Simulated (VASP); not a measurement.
Wanted: the native input for a VASP 6.6.1 run.

```yaml
Task: single point
Functional: PBEsol
Dispersion: D3(BJ)
Potentials_or_basis: VASP PAW PBE potentials, release 64 (Au)
Cutoff: 520 eV
k_mesh: 11 × 11 × 11
Occupations: fermi-dirac, width 0.05 eV
Spin: no spin polarisation
Dipole_correction: no
Further_INCAR_settings: ALGO = Normal; EDIFF = 1e-06; NBANDS = 12
```

The structure of Au lies in POSCAR:

```
Au
1.0
    0.0000000000      2.0185295792      2.0185295792
    2.0185295792      0.0000000000      2.0185295792
    2.0185295792      2.0185295792      0.0000000000
Au
1
Direct
    0.0000000000      0.0000000000      0.0000000000
```

These files were run (other wordings do the same):

INCAR

```
SYSTEM = Au
PREC = Accurate
ENCUT = 520
EDIFF = 1E-6
ISMEAR = -1
SIGMA = 0.05
LREAL = .FALSE.
LASPH = .TRUE.
NELM = 60
ALGO = Normal
ISIF = 2
LWAVE = .FALSE.
LCHARG = .FALSE.
GGA = PS
IVDW = 12
NBANDS = 12
```

KPOINTS

```
regular mesh
0
G
  11 11 11
  0 0 0
```

Potentials or basis: VASP PAW PBE potentials, release 64 (Au).

The run is started by

```console
$ cat potpaw_PBE.64/Au/POTCAR > POTCAR
$ mpirun -np 1 vasp_std > vasp.out
```

Results of the run:

```
Pressure                   : -0.3 GPa
Dispersion energy per atom : -0.655 eV
```

Caveat: the PAW data sets were made with another functional, which shifts forces and pressure a little; pairwise dispersion overbinds metals, which lowers pressure and volume.

Wall time 6.9 s on 1 thread of Intel(R) Xeon(R) Platinum 8488C (Sapphire Rapids), with other jobs on the host, peak memory 0.15 GiB.
